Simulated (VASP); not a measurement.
# TlPt2 (P6/mmm) in VASP: single point with PBE

Aim: the single point of TlPt2 with PBE.

All numbers are computed with VASP 6.6.1; they aren't measurements. Logs are shortened: lines on timing, memory, paths and dates and some standing lists are left out, and cuts for length are marked.

## Step 1: The cell of the first run

Symmetry: P6/mmm, No. 191, hexagonal system. Conventional cell: a = 4.395 Å, b = 4.395 Å, c = 3.713 Å, α = 90.00°, β = 90.00°, γ = 120.00°. Tl (site symmetry 6/mmm) has 12 Pt at 3.14 Å and 2 Tl at 3.71 Å within 4.1 Å. Within 3.3 Å of Pt (site symmetry -6m2) lie 3 Pt at 2.54 Å and 6 Tl at 3.14 Å.

## Step 2: Single point, PBE

The input, INCAR:

```
ALGO     = Fast           # electronic algorithm
EDIFF    = 1E-7           # SCF threshold, eV
ENCUT    = 520            # plane-wave cutoff, eV
GGA      = PE             # functional
ISIF     = 2              # what is computed and relaxed
ISMEAR   = 0              # smearing method
LASPH    = T              # aspherical terms in the spheres
LCHARG   = F              # write CHGCAR
LREAL    = F              # projectors in reciprocal space
LWAVE    = F              # write WAVECAR
NBANDS   = 24             # bands
NELM     = 80             # most SCF steps
PREC     = Accurate       # precision mode
SIGMA    = 0.1            # smearing width, eV
```

The input, KPOINTS:

```
k-points
0
Gamma
  12 12 12
```

The input, POSCAR:

```
TlPt2
1.0
    4.3947942758      0.0000000000      0.0000000000
   -2.1973971379      3.8060034873      0.0000000000
    0.0000000000      0.0000000000      3.7130896399
Tl Pt
1 2
Direct
    0.0000000000      0.0000000000      0.0000000000
    0.3333333333      0.6666666667      0.5000000000
    0.6666666667      0.3333333333      0.5000000000
```

Potentials or basis: VASP PAW PBE potentials, release 64 (Tl_d, Pt).

On the command line:

```bash
$ cat potpaw_PBE.64/Tl_d/POTCAR potpaw_PBE.64/Pt/POTCAR > POTCAR
$ mpirun -np 1 vasp_std > vasp.out
```

OUTCAR:

```text
EDIFF = 1E-7
   ENCUT = 520
   GGA = PE
   ISIF = 2
   ISMEAR = 0
   LASPH = T
   LREAL = F
   NELM = 80
   PREC = Accurate

 ion  position               nearest neighbor table
   1  0.000  0.000  0.000-   2 3.14   3 3.14   2 3.14   3 3.14   3 3.14   3 3.14   2 3.14   2 3.14
                             3 3.14   3 3.14   2 3.14   2 3.14
   2  0.333  0.667  0.500-   3 2.54   3 2.54   3 2.54   1 3.14   1 3.14   1 3.14   1 3.14   1 3.14
                             1 3.14
   3  0.667  0.333  0.500-   2 2.54   2 2.54   2 2.54   1 3.14   1 3.14   1 3.14   1 3.14   1 3.14
                             1 3.14

  LATTYP: Found a hexagonal cell.
 ALAT       =     4.3947942758
 C/A-ratio  =     0.8448836070

  Lattice vectors:

 A1 = (   4.3947942758,   0.0000000000,   0.0000000000)
 A2 = (  -2.1973971379,   3.8060034873,   0.0000000000)
 A3 = (   0.0000000000,   0.0000000000,   3.7130896399)

Analysis of symmetry for initial positions (statically):
=====================================================================
 Subroutine PRICEL returns:
 Original cell was already a primitive cell.

 Routine SETGRP: Setting up the symmetry group for a
 hexagonal supercell.

 Subroutine GETGRP returns: Found 24 space group operations
 (whereof 24 operations were pure point group operations)
 out of a pool of 24 trial point group operations.

The static configuration has the point symmetry D_6h.

Analysis of symmetry for dynamics (positions and initial velocities):
=====================================================================
 Subroutine PRICEL returns:
 Original cell was already a primitive cell.

 Routine SETGRP: Setting up the symmetry group for a
 hexagonal supercell.

 Subroutine GETGRP returns: Found 24 space group operations
 (whereof 24 operations were pure point group operations)
 out of a pool of 24 trial point group operations.

The dynamic configuration has the point symmetry D_6h.

 Subroutine INISYM returns: Found 24 space group operations
 (whereof 24 operations are pure point group operations),
 and found     1 'primitive' translations

----------------------------------------------------------------------------------------

                                     Primitive cell

  volume of cell :      62.1074

  direct lattice vectors                    reciprocal lattice vectors
     4.394794276  0.000000000  0.000000000     0.227541936  0.131371398  0.000000000
    -2.197397138  3.806003487  0.000000000     0.000000000  0.262742797  0.000000000
     0.000000000  0.000000000  3.713089640     0.000000000  0.000000000  0.269317495

  length of vectors
     4.394794276  4.394794276  3.713089640     0.262742797  0.262742797  0.269317495

  position of ions in fractional coordinates (direct lattice)
     0.000000000  0.000000000  0.000000000
     0.333333333  0.666666667  0.500000000
     0.666666667  0.333333333  0.500000000

  ion indices of the primitive-cell ions
   primitive index   ion index
                 1           1
                 2           2
                 3           3

----------------------------------------------------------------------------------------

 KPOINTS: k-points

Automatic generation of k-mesh.
 Grid dimensions read from file:
 generate k-points for:   12   12   12

 Generating k-lattice:

  Cartesian coordinates                     Fractional coordinates (reciprocal lattice)
     0.018961828  0.010947617  0.000000000     0.083333333  0.000000000  0.000000000
     0.000000000  0.021895233  0.000000000     0.000000000  0.083333333  0.000000000
     0.000000000  0.000000000  0.022443125     0.000000000  0.000000000  0.083333333

  Length of vectors
     0.021895233  0.021895233  0.022443125

  Shift w.r.t. Gamma in fractional coordinates (k-lattice)
     0.000000000  0.000000000  0.000000000

 Subroutine IBZKPT returns following result:
 ===========================================

 Found    133 irreducible k-points:

 Following reciprocal coordinates:
            Coordinates               Weight
  0.000000  0.000000  0.000000      1.000000
  0.083333 -0.000000  0.000000      6.000000
  0.166667 -0.000000  0.000000      6.000000
  0.250000 -0.000000  0.000000      6.000000
  0.333333 -0.000000  0.000000      6.000000
  0.416667  0.000000  0.000000      6.000000
[... 16 lines left out ...]
  0.250000 -0.000000  0.083333     12.000000
  0.333333 -0.000000  0.083333     12.000000
 [... further k-points ...]
   k-points           NKPTS =    133   k-points in BZ     NKDIM =    133   number of bands    NBANDS=     24
   number of dos      NEDOS =    301   number of ions     NIONS =      3
   total plane-waves  NPLWV =  36288
   dimension x,y,z NGX =    36 NGY =   36 NGZ =   28
   dimension x,y,z NGXF=    72 NGYF=   72 NGZF=   56
   ions per type =               1   2
   NGX,Y,Z   is equivalent  to a cutoff of  13.62, 13.62, 12.54 a.u.
   NGXF,Y,Z  is equivalent  to a cutoff of  27.24, 27.24, 25.07 a.u.
 SYSTEM =  unknown system
   PREC   = accura    normal or accurate (medium, high low for compatibility)
   ISTART =      0    job   : 0-new  1-cont  2-samecut
   ICHARG =      2    charge: 1-file 2-atom 10-const
   ISPIN  =      1    spin polarized calculation?
   LNONCOLLINEAR =      F non collinear calculations
   LSORBIT =      F    spin-orbit coupling
   LASPH  =      T    aspherical Exc in radial PAW
   ENCUT  =  520.0 eV  38.22 Ry    6.18 a.u.   8.17  8.17  6.90*2*pi/ulx,y,z
   NELM   =     80;   NELMIN=  2; NELMDL= -5     # of ELM steps
   EDIFF  = 0.1E-06   stopping-criterion for ELM
   LREAL  =      F    real-space projection
   EDIFFG = 0.1E-05   stopping-criterion for IOM
   NSW    =      0    number of steps for IOM
   IBRION =     -1    ionic relax: 0-MD 1-quasi-New 2-CG
   NFREE  =      0    steps in history (QN), initial steepest desc. (CG)
   ISIF   =      2    stress and relaxation
   ISYM   =      2    0-nonsym 1-usesym 2-fastsym
   POTIM  = 0.5000    time-step for ionic-motion
   TEBEG  =    0.0;   TEEND  =   0.0 temperature during run
   PSTRESS=    0.0 pullay stress
   NELECT =      33.0000    total number of electrons
   NUPDOWN=      -1.0000    fix difference up-down
   EMIN   =  10.00;   EMAX   =-10.00  energy-range for DOS
   EFERMI =   0.00;   METHOD = LEGACY
   ISMEAR =     0;   SIGMA  =   0.10  broadening in eV -4-tet -1-fermi 0-gaus
   EFERMI_NEDOS =   21; number of points for ismear=-14 and -15
   IALGO  =     68    algorithm
   IMIX   =      4    mixing-type and parameters
     AMIX     =   0.40;   BMIX     =  1.00
     AMIX_MAG =   1.60;   BMIX_MAG =  1.00
  volume/ion in A,a.u.               =      20.70       139.71
  Fermi-wavevector in a.u.,A,eV,Ry     =   1.325964  2.505709 23.921501  1.758181
  Thomas-Fermi vector in A             =   2.455386
   LORBIT       =      0    0 simple, 1 ext, 2 COOP (PROOUT), +10 PAW based schemes
   GGA     = PE    functional components
   LHFCALC =     F    Hartree Fock is set to
   AEXX    =    0.0000 exact exchange contribution
   IVDW    =     0    specifies the selected vdW correction
   LEPSILON=     F    determine dielectric tensor
   LRPA    =     F    only Hartree local field effects (RPA)
 non-spin polarized calculation
 RMM-DIIS sequential band-by-band and
 Gauss-broadening in eV      SIGMA  =   0.10
  energy-cutoff  :      520.00
  volume of cell :       62.11
 maximum number of plane-waves:      1692
 NGX is ok and might be reduce to    36
   NGX = 17   NGY = 17   NGZ = 13

 number of electron      33.0000001 magnetization

 Free energy of the ion-electron system (eV)
  ---------------------------------------------------
  ext. energy  EPLUGINS =         0.00000000
  ---------------------------------------------------
  free energy    TOTEN  =       -13.72396910 eV

  energy without entropy =      -13.71745323  energy(sigma->0) =      -13.72071116

 E-fermi :   7.7464     XC(G=0): -11.6099

 val. band max:        7.7396672674   @ k =   0.3333   0.3333   0.4167
 cond. band min:       7.7575014800   @ k =   0.3333   0.3333   0.4167
 fundamental gap:      0.0178342126
 Fermi energy:         7.7464467049

 k-point     1 :       0.0000    0.0000    0.0000
  band No.  band energies     occupation
      1      -3.4943      2.00000
      2      -3.2768      2.00000
      3      -3.2768      2.00000
      4      -3.2572      2.00000
      5      -3.2572      2.00000
      6      -1.6329      2.00000
[... 16 lines left out ...]
     23      15.0793      0.00000
     24      17.6311      0.00000

 k-point     2 :       0.0833   -0.0000    0.0000
  band No.  band energies     occupation
      1      -3.4899      2.00000
      2      -3.2810      2.00000
      3      -3.2721      2.00000
      4      -3.2595      2.00000
      5      -3.2585      2.00000
      6      -1.5437      2.00000
[... 16 lines left out ...]
     23      15.9864      0.00000
     24      17.6657      0.00000

 k-point     3 :       0.1667   -0.0000    0.0000
  band No.  band energies     occupation
      1      -3.4787      2.00000
      2      -3.2934      2.00000
      3      -3.2656      2.00000
      4      -3.2618      2.00000
      5      -3.2592      2.00000
      6      -1.2792      2.00000
[... 16 lines left out ...]
     23      17.6172      0.00000
     24      17.7840      0.00000

 k-point     4 :       0.2500   -0.0000    0.0000
  band No.  band energies     occupation
      1      -3.4656      2.00000
      2      -3.3108      2.00000
      3      -3.2740      2.00000
      4      -3.2656      2.00000
      5      -3.2414      2.00000
      6      -0.8532      2.00000
[... 16 lines left out ...]
     23      17.9013      0.00000
     24      19.1699      0.00000

 k-point     5 :       0.3333   -0.0000    0.0000
  band No.  band energies     occupation
      1      -3.4562      2.00000
      2      -3.3272      2.00000
      3      -3.2824      2.00000
      4      -3.2685      2.00000
      5      -3.2234      2.00000
      6      -0.3040      2.00000
[... 451 lines left out ...]
 k-point    22 :       0.1667   -0.0000    0.0833
  band No.  band energies     occupation
      1      -3.4549      2.00000
      2      -3.2968      2.00000
      3      -3.2781      2.00000
      4      -3.2733      2.00000
      5      -3.2589      2.00000
      6      -1.1980      2.00000
[... 16 lines left out ...]
     23      17.6045      0.00000
     24      18.1689      0.00000

 k-point    23 :       0.2500   -0.0000    0.0833
  band No.  band energies     occupation
      1      -3.4423      2.00000
      2      -3.3123      2.00000
      3      -3.2844      2.00000
      4      -3.2784      2.00000
      5      -3.2414      2.00000
      6      -0.7737      2.00000
[... 16 lines left out ...]
     23      17.9493      0.00000
     24      18.4934      0.00000

 k-point    24 :       0.3333   -0.0000    0.0833
  band No.  band energies     occupation
      1      -3.4338      2.00000
      2      -3.3248      2.00000
      3      -3.2910      2.00000
      4      -3.2834      2.00000
      5      -3.2232      2.00000
      6      -0.2316      2.00000
[... 16 lines left out ...]
     23      18.1599      0.00000
     24      18.6231      0.00000

 [... further k-points ...]
[... 5 lines left out ...]
  --------------------------------------------------------------------------------------
  -------------------------------------------------------------------------------------
  Total       -0.1262967     -0.1262967     -0.0257029      0.0000000     -0.0000000      0.0000000
  in kB       -3.2580614     -3.2580614     -0.6630540      0.0000000     -0.0000000      0.0000000
  external PRESSURE =      -2.3930589 kB  Pullay stress =       0.0000000 kB

 VOLUME and BASIS-vectors are now :
 -----------------------------------------------------------------------------
  energy-cutoff  :      520.00
  volume of cell :       62.11
      direct lattice vectors                 reciprocal lattice vectors
     4.394794276  0.000000000  0.000000000     0.227541936  0.131371398  0.000000000
    -2.197397138  3.806003487  0.000000000     0.000000000  0.262742797  0.000000000
     0.000000000  0.000000000  3.713089640     0.000000000  0.000000000  0.269317495

 POSITION                                       TOTAL-FORCE (eV/Angst)
 -----------------------------------------------------------------------------------
      0.00000      0.00000      0.00000         0.000000      0.000000     -0.000000
     -0.00000      2.53734      1.85654         0.000000     -0.000000      0.000000
      2.19740      1.26867      1.85654        -0.000000      0.000000     -0.000000
 -----------------------------------------------------------------------------------
    total drift:                                0.000000     -0.000000     -0.000000

  FREE ENERGIE OF THE ION-ELECTRON SYSTEM (eV)
  ---------------------------------------------------
  free  energy   TOTEN  =       -13.7239690959 eV

  energy  without entropy=      -13.7174532278  energy(sigma->0) =      -13.72071116
```

It took 74 s on 1 thread of Intel Xeon 6975P-C (Granite Rapids), shared host; peak memory 0.32 GiB.

Results:

| Quantity | Value |
| --- | --- |
| Free energy | -13.7240 eV |
| Pressure | -0.2 GPa |

Caveat: spin-orbit coupling is left out, which moves the levels of the heavy elements.
